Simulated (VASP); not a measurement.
Here is a VASP 6.6.1 calculation.

POSCAR

```
Ta
1.0
   -1.6524577647      1.6524577647      1.6524577647
    1.6524577647     -1.6524577647      1.6524577647
    1.6524577647      1.6524577647     -1.6524577647
Ta
1
Direct
    0.0000000000      0.0000000000      0.0000000000
```

File INCAR.step1:

```
  PREC = Accurate
  ENCUT = 520
  ISMEAR = 0
  SIGMA = 0.1
  LREAL = False
  LASPH = True
  NELM = 100
  NBANDS = 12
  GGA = PE
  ALGO = Normal
  EDIFF = 1E-4
  LWAVE = True
  LCHARG = False
```

INCAR.step2

```
  PREC = Accurate
  ENCUT = 520
  EDIFF = 1E-7
  ISMEAR = 0
  SIGMA = 0.1
  LREAL = False
  LASPH = True
  NELM = 100
  ALGO = Normal
  ISIF = 2
  LWAVE = False
  LCHARG = False
  METAGGA = R2SCAN
  LMIXTAU = True
  NBANDS = 12
  ISTART = 1
```

KPOINTS

```
regular mesh
0
Gamma
  18 18 18
```

Potentials or basis: VASP PAW PBE potentials, release 64 (Ta_pv).

Command:

```bash
$ cat potpaw_PBE.64/Ta_pv/POTCAR > POTCAR
$ cp INCAR.step1 INCAR
$ mpirun -np 1 vasp_std > vasp.out
$ cp INCAR.step2 INCAR
$ mpirun -np 1 vasp_std > vasp.out
```

Q: Estimate the pressure.

A: 0.6 GPa.

Caveat: the PAW data sets were made with another functional, which shifts forces and pressure a little.
